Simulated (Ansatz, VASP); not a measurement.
**NiGe: VASP beside Ansatz**

Contents of INCAR:

```
SYSTEM = NiGe
  PREC = Accurate
  ENCUT = 520
  EDIFF = 1E-6
  ISMEAR = 0
  SIGMA = 0.15
  LREAL = .FALSE.
  LASPH = .TRUE.
  NELM = 100
  ALGO = Fast
  ISIF = 2
  LWAVE = .FALSE.
  LCHARG = .TRUE.
  GGA = PE
  LELF = .TRUE.
  LVHAR = .TRUE.
  NBANDS = 58
```

KPOINTS

```
regular mesh
0
G
  8 12 8
  0 0 0
```

Contents of POSCAR:

```
NiGe
1.0
    5.3966575280      0.0000000000      0.0000000000
    0.0000000000      3.4808800805      0.0000000000
    0.0000000000      0.0000000000      5.9630037892
Ni Ge
4 4
Direct
    0.9942832188      0.7500000000      0.1901826734
    0.0057167812      0.2500000000      0.8098173266
    0.5057167812      0.2500000000      0.6901826734
    0.4942832188      0.7500000000      0.3098173266
    0.8103268991      0.7500000000      0.5874320982
    0.1896731009      0.2500000000      0.4125679018
    0.6896731009      0.2500000000      0.0874320982
    0.3103268991      0.7500000000      0.9125679018
```

Input for Ansatz:

```yaml
crystal:
  lattice:
    - [5.396657528, 0.0, 0.0]
    - [0.0, 3.4808800805, 0.0]
    - [0.0, 0.0, 5.9630037892]
  atoms:
    - { symbol: Ni, position: [0.9942832188, 0.75, 0.1901826734] }
    - { symbol: Ni, position: [0.0057167812, 0.25, 0.8098173266] }
    - { symbol: Ni, position: [0.5057167812, 0.25, 0.6901826734] }
    - { symbol: Ni, position: [0.4942832188, 0.75, 0.3098173266] }
    - { symbol: Ge, position: [0.8103268991, 0.75, 0.5874320982] }
    - { symbol: Ge, position: [0.1896731009, 0.25, 0.4125679018] }
    - { symbol: Ge, position: [0.6896731009, 0.25, 0.0874320982] }
    - { symbol: Ge, position: [0.3103268991, 0.75, 0.9125679018] }
basis:
  ecutwfc: 420
kpoints:
  mp_grid: { grid: [8, 12, 8] }
hamiltonian:
  xc: pbe
scf:
  occupations: { method: gaussian, width: 0.15 }
output:
  forces: true
  stress: true
  eigenvalues: true
```

Change from the starting cell: strain +0.0200 x Voigt [0, 0, 1, 0, 0, 0], atoms carried along.

Alike in both runs: task single point; functional PBE; k mesh 8 × 12 × 8; occupations gaussian, width 0.15 eV; no spin polarisation.

```csv
,VASP,Ansatz
version,VASP 6.6.1,Ansatz 0.2.0
potentials or method,"VASP PAW PBE potentials, release 64 (Ni, Ge_d), cutoff 520 eV","scalar-relativistic, plane waves, PAW"
valence electrons in the cell,96,128
```

VASP gave:

```
gap on the k mesh at the Fermi level (eV)                     : none
pressure (GPa)                                                : -2.4
traceless stress, the component that is largest in VASP (GPa) : -1.44
rms of the force components (eV/Å)                            : 0.049
```

**Question.** What did Ansatz give for the same quantities?

**Answer.** gap on the k mesh at the Fermi level (eV): none; pressure (GPa): -2.6; traceless stress, the component that is largest in VASP (GPa): -1.48; rms of the force components (eV/Å): 0.051.

Atom by atom the forces differ by 0.004 eV/Å (rms over components). A gap of «none» marks a metal or a gap that the smearing closes. VASP's potentials hold 96 valence electrons a cell and Ansatz's 128, so a difference there can come from the potentials and not from the codes.
